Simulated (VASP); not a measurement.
Wanted: the native input for a VASP 6.6.1 run.

```
Task                   : single point
Functional             : PBE
Potentials or basis    : VASP PAW PBE potentials, release 64 (Mn_pv, O)
Cutoff                 : 520 eV
k mesh                 : 14 × 14 × 6
Occupations            : gaussian, width 0.05 eV
Spin                   : collinear spin, ferromagnetic start
Starting moments       : [2.76, 0.0, 0.0] μB
Dipole correction      : no
Further INCAR settings : ALGO = Normal; EDIFF = 1e-07; NBANDS = 24
```

The structure of MnO2 lies in POSCAR:

```
MnO2
1.0
    2.8744320181      0.0000000000      0.0000000000
   -1.4372160090      2.4893311491      0.0000000000
    0.0000000000      0.0000000000      5.2372373328
Mn O
1 2
Direct
    0.0000000000      0.0000000000      0.0000000000
    0.3333333333      0.6666666667      0.1824287741
    0.6666666667      0.3333333333      0.8175712259
```

This cell differs from its parent crystal: volume scaled by 0.960.

These files were run (other wordings do the same):

INCAR

```
ALGO = Normal
EDIFF = 1E-7
ENCUT = 520
GGA = PE
ISIF = 2
ISMEAR = 0
ISPIN = 2
LASPH = T
LCHARG = F
LMAXMIX = 4
LORBIT = 11
LREAL = F
LWAVE = F
MAGMOM = 2.76 0 0
NBANDS = 24
NELM = 150
PREC = Accurate
SIGMA = 0.05
```

KPOINTS

```
k-points
0
Gamma
  14 14 6
```

Potentials or basis: VASP PAW PBE potentials, release 64 (Mn_pv, O).

Launch:

```console
$ cat potpaw_PBE.64/Mn_pv/POTCAR potpaw_PBE.64/O/POTCAR > POTCAR
$ mpirun -np 1 vasp_std > vasp.out
```

Results of the run:

| Item | Value |
| --- | --- |
| Pressure | 1.2 GPa |
| Largest force | 0.096 eV/Å |
| Band gap on the k mesh | 0.96 eV, indirect (least direct gap 1.02 eV) |
| Net moment | 3.00 μB per cell |
| Site moments | Mn +2.85; O +0.04 μB |
| Valence electrons inside the program's atomic spheres | Mn 11.70; O 4.99 |

Caveat: a cell with one magnetic atom can't hold antiferromagnetic order, which such compounds often take.

Run time: 3.1 min on 1 thread of Intel(R) Xeon(R) Platinum 8259CL CPU @ 2.50GHz (Skylake/Cascade Lake) (shared host), peak memory 0.29 GiB.
